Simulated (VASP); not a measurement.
Wanted: the native input for a VASP 6.6.1 run.

```yaml
Task: relaxation of cell and atoms
Functional: PBE
Potentials_or_basis: VASP PAW PBE potentials, release 64 (B)
Cutoff: 600 eV
k_mesh: 12 × 12 × 2
Occupations: gaussian, width 0.1 eV
Spin: no spin polarisation
Dipole_correction: no
Further_INCAR_settings: ALGO = Normal; EDIFF = 1e-07; IBRION = 2; EDIFFG = -0.04; NSW = 90; ISIF = 3
```

The structure of B lies in POSCAR:

```
B
1.0
    2.3968587606      0.0000000000      0.0000000000
   -1.1984293803      2.0757405760      0.0000000000
    0.0000000000      0.0000000000      9.2569210259
B
7
Direct
    0.3333333333      0.6666666667      0.7808725370
    0.6666666667      0.3333333333      0.9241937610
    0.3333333333      0.6666666667      0.0758062390
    0.6666666667      0.3333333333      0.2191274630
    0.3333333333      0.6666666667      0.3604430248
    0.0000000000      0.0000000000      0.5000000000
    0.6666666667      0.3333333333      0.6395569752
```

One way to write it, as run:

INCAR

```
SYSTEM = B
PREC = Accurate ; ENCUT = 600
EDIFF = 1E-7 ; ISMEAR = 0
SIGMA = 0.1 ; LREAL = .FALSE.
LASPH = .TRUE. ; NELM = 100
ALGO = Normal ; ISIF = 3
LWAVE = .FALSE. ; LCHARG = .FALSE.
GGA = PE ; IBRION = 2
NSW = 90 ; EDIFFG = -0.04
```

KPOINTS

```
Automatic mesh
0
G
  12 12 2
  0 0 0
```

Potentials or basis: VASP PAW PBE potentials, release 64 (B).

Launch:

```console
$ cat potpaw_PBE.64/B/POTCAR > POTCAR
$ mpirun -np 1 vasp_std > vasp.out
```

It gave:

The relaxed volume is 6.48 Å³/atom and the relaxed cell is a = 2.339 Å, b = 2.339 Å, c = 9.576 Å, α = 90.00°, β = 90.00°, γ = 120.00°. The space group after relaxing (to 0.05 Å) is P-3m1 (No. 164), the energy gained by relaxing is 10.8 meV/atom and the ionic steps are 12. The pressure after relaxing is -0.2 GPa. The largest force after relaxing is 0.027 eV/Å.

It took 5.2 min on 1 thread of Intel Xeon 6975P-C, with other jobs on the host, peak memory 0.18 GiB.
